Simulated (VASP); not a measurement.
Wanted: the native input for a VASP 6.6.1 run.

| Property | Result |
| --- | --- |
| Task | single point |
| Functional | r2SCAN |
| Potentials or basis | VASP PAW PBE potentials, release 64 (Ni, O) |
| Cutoff | 520 eV |
| k mesh | 12 × 12 × 12 |
| Occupations | gaussian, width 0.02 eV |
| Spin | collinear spin, ferromagnetic start |
| Starting moments | [1.84, 0.31] μB |
| Dipole correction | no |
| Further INCAR settings | ALGO = Normal; EDIFF = 1e-07; NBANDS = 19 |

NiO:

```
CELL_PARAMETERS angstrom
0.00000 2.09430 2.09430
2.09430 0.00000 2.09430
2.09430 2.09430 0.00000
ATOMIC_POSITIONS crystal
Ni 0.00000 0.00000 0.00000
O 0.50000 0.50000 0.50000
```

One way to write it, as run:

POSCAR

```
NiO
1.0
    0.0000000000      2.0942984970      2.0942984970
    2.0942984970      0.0000000000      2.0942984970
    2.0942984970      2.0942984970      0.0000000000
Ni O
1 1
Direct
    0.0000000000      0.0000000000      0.0000000000
    0.5000000000      0.5000000000      0.5000000000
```

INCAR.step1

```
SYSTEM = NiO
ALGO = Normal ; EDIFF = 1E-4
ENCUT = 520 ; GGA = PE
ISMEAR = 0 ; ISPIN = 2
LASPH = .TRUE. ; LCHARG = .FALSE.
LMAXMIX = 4 ; LREAL = .FALSE.
LWAVE = .TRUE. ; MAGMOM = 1.84 0.31
NBANDS = 19 ; NELM = 150
PREC = Accurate ; SIGMA = 0.02
```

INCAR.step2

```
SYSTEM = NiO
ALGO = Normal ; EDIFF = 1E-7
ENCUT = 520 ; ISIF = 2
ISMEAR = 0 ; ISPIN = 2
ISTART = 1 ; LASPH = .TRUE.
LCHARG = .FALSE. ; LMAXMIX = 4
LMIXTAU = .TRUE. ; LORBIT = 11
LREAL = .FALSE. ; LWAVE = .FALSE.
MAGMOM = 1.84 0.31 ; METAGGA = R2SCAN
NBANDS = 19 ; NELM = 150
PREC = Accurate ; SIGMA = 0.02
```

KPOINTS

```
k-points
0
G
  12 12 12
  0 0 0
```

Potentials or basis: VASP PAW PBE potentials, release 64 (Ni, O).

Run with:

```sh
$ cat potpaw_PBE.64/Ni/POTCAR potpaw_PBE.64/O/POTCAR > POTCAR
$ cp INCAR.step1 INCAR
$ mpirun -np 1 vasp_std > vasp.out
$ cp INCAR.step2 INCAR
$ mpirun -np 1 vasp_std > vasp.out
```

It gave:

The pressure is 0.1 GPa and the band gap on the k mesh is 0.74 eV, indirect (least direct gap 1.75 eV). The net moment is 2.00 μB per cell, the site moments are Ni +1.69; O +0.28 μB and the valence electrons inside the program's atomic spheres are Ni 8.91; O 5.04.

Caveat: the PAW data sets were made with another functional, which shifts forces and pressure a little; a cell with one magnetic atom can't hold antiferromagnetic order, which such compounds often take.

Run time: 66 s on 1 thread of Intel(R) Xeon(R) 6975P-C (Granite Rapids) (shared host), peak memory 0.18 GiB.
